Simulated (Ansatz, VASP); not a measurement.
**One calculation of I, two programs**

Contents of INCAR:

```
SYSTEM = I
ALGO = Normal
EDIFF = 1E-7
ENCUT = 520
ISIF = 2
ISMEAR = 0
LASPH = .TRUE.
LCHARG = .FALSE.
LREAL = .FALSE.
LWAVE = .FALSE.
NBANDS = 22
NELM = 60
PREC = Accurate
SIGMA = 0.02
```

The input KPOINTS:

```
k-points
0
G
  8 8 4
  0 0 0
```

POSCAR

```
I
1.0
    3.7437251000     -2.2992025000      0.0000000000
    3.7437251000      2.2992025000      0.0000000000
    0.0000000000      0.0000000000      9.6341802000
I
4
Direct
    0.8564126263      0.1435873737      0.1072704214
    0.6435873737      0.3564126263      0.6072704214
    0.1435873737      0.8564126263      0.8927295786
    0.3564126263      0.6435873737      0.3927295786
```

Input for Ansatz:

```yaml
crystal:
  lattice:
    - [3.7437251, -2.2992025, 0.0]
    - [3.7437251, 2.2992025, 0.0]
    - [0.0, 0.0, 9.6341802]
  atoms:
    - { symbol: I, position: [0.8564126263, 0.1435873737, 0.1072704214] }
    - { symbol: I, position: [0.6435873737, 0.3564126263, 0.6072704214] }
    - { symbol: I, position: [0.1435873737, 0.8564126263, 0.8927295786] }
    - { symbol: I, position: [0.3564126263, 0.6435873737, 0.3927295786] }
basis:
  ecutwfc: 420
kpoints:
  mp_grid: { grid: [8, 8, 4] }
hamiltonian:
  xc: lda
scf:
  occupations: { method: gaussian, width: 0.02 }
output:
  forces: true
  stress: true
  eigenvalues: true
```

Alike in both runs: task single point; functional LDA; k mesh 8 × 8 × 4; occupations gaussian, width 0.02 eV; no spin polarisation.

|  | VASP | Ansatz |
| --- | --- | --- |
| version | VASP 6.6.1 | Ansatz 0.2.0 |
| potentials or method | VASP PAW LDA potentials, release 64 (I), cutoff 520 eV | scalar-relativistic, plane waves, PAW |
| valence electrons in the cell | 28 | 68 |

VASP gave:

| Property | Result |
| --- | --- |
| gap on the k mesh at the Fermi level (eV) | 1.78 |
| least direct gap on the mesh (eV) | 1.83 |
| pressure (GPa) | 5.3 |
| traceless stress, the component that is largest in VASP (GPa) | 7.27 |
| rms of the force components (eV/Å) | 2.424 |

Estimate Ansatz's values.

gap on the k mesh at the Fermi level (eV): 1.78; least direct gap on the mesh (eV): 1.83; pressure (GPa): 5.2; traceless stress, the component that is largest in VASP (GPa): 7.19; rms of the force components (eV/Å): 2.405.

LDA's correlation is that of Perdew and Zunger in VASP and of Perdew and Wang (1992) in Ansatz. Atom by atom the forces differ by 0.019 eV/Å (rms over components). VASP's potentials hold 28 valence electrons a cell and Ansatz's 68, so a difference there can come from the potentials and not from the codes.

Neither program's run includes spin-orbit coupling.
